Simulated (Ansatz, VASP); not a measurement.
**One calculation of Al2H, two programs**

Contents of INCAR:

```
SYSTEM = Al2H
PREC = Accurate
ENCUT = 520
EDIFF = 1E-6
ISMEAR = 0
SIGMA = 0.1
LREAL = .FALSE.
LASPH = .TRUE.
NELM = 60
ALGO = Normal
ISIF = 2
LWAVE = .FALSE.
LCHARG = .TRUE.
GGA = PE
LELF = .TRUE.
LVHAR = .TRUE.
NBANDS = 16
```

KPOINTS

```
Automatic mesh
0
G
  6 4 4
  0 0 0
```

POSCAR

```
Al2H
1.0
    2.7115309636      0.0000000000      0.0000000000
    0.0000000000      4.9530151894      0.0000000000
    0.0000000000      0.0000000000      5.7811262460
Al H
4 2
Direct
    0.5000000000      0.0000000000      0.4296926667
    0.5000000000      0.5000000000      0.0285673928
    0.0000000000      0.0000000000      0.9714326072
    0.0000000000      0.5000000000      0.5703073333
    0.5000000000      0.0000000000      0.7517916921
    0.0000000000      0.5000000000      0.2482083079
```

Input for Ansatz:

```yaml
crystal:
  lattice:
    - [2.7115309636, 0.0, 0.0]
    - [0.0, 4.9530151894, 0.0]
    - [0.0, 0.0, 5.781126246]
  atoms:
    - { symbol: Al, position: [0.5, 0.0, 0.4296926667] }
    - { symbol: Al, position: [0.5, 0.5, 0.0285673928] }
    - { symbol: Al, position: [0.0, 0.0, 0.9714326072] }
    - { symbol: Al, position: [0.0, 0.5, 0.5703073333] }
    - { symbol: H, position: [0.5, 0.0, 0.7517916921] }
    - { symbol: H, position: [0.0, 0.5, 0.2482083079] }
basis:
  ecutwfc: 420
kpoints:
  mp_grid: { grid: [6, 4, 4] }
hamiltonian:
  xc: pbe
scf:
  occupations: { method: gaussian, width: 0.1 }
  lower_state_search: "off"
output:
  forces: true
  stress: true
  eigenvalues: true
```

Change from the starting cell: the structure that the rattled cell fell into.

Alike in both runs: task single point; functional PBE; k mesh 6 × 4 × 4; occupations gaussian, width 0.1 eV; no spin polarisation.

|  | VASP | Ansatz |
| --- | --- | --- |
| version | VASP 6.6.1 | Ansatz 0.2.0 |
| potentials or method | VASP PAW PBE potentials, release 64 (Al, H), cutoff 520 eV | scalar-relativistic, plane waves, PAW |
| valence electrons in the cell | 14 | 14 |

```tsv
	VASP	Ansatz	Ansatz less VASP
gap on the k mesh at the Fermi level (eV)	none	none	-
pressure (GPa)	0.3	0.4	+0.08
traceless stress, the component that is largest in VASP (GPa)	2.51	2.52	+0.013
rms of the force components (eV/Å)	0.042	0.042	-0.0007
```

Atom by atom the forces differ by 0.001 eV/Å (rms over components). A gap of «none» marks a metal or a gap that the smearing closes.

The k mesh is coarse, so the values compare programs but aren't converged.
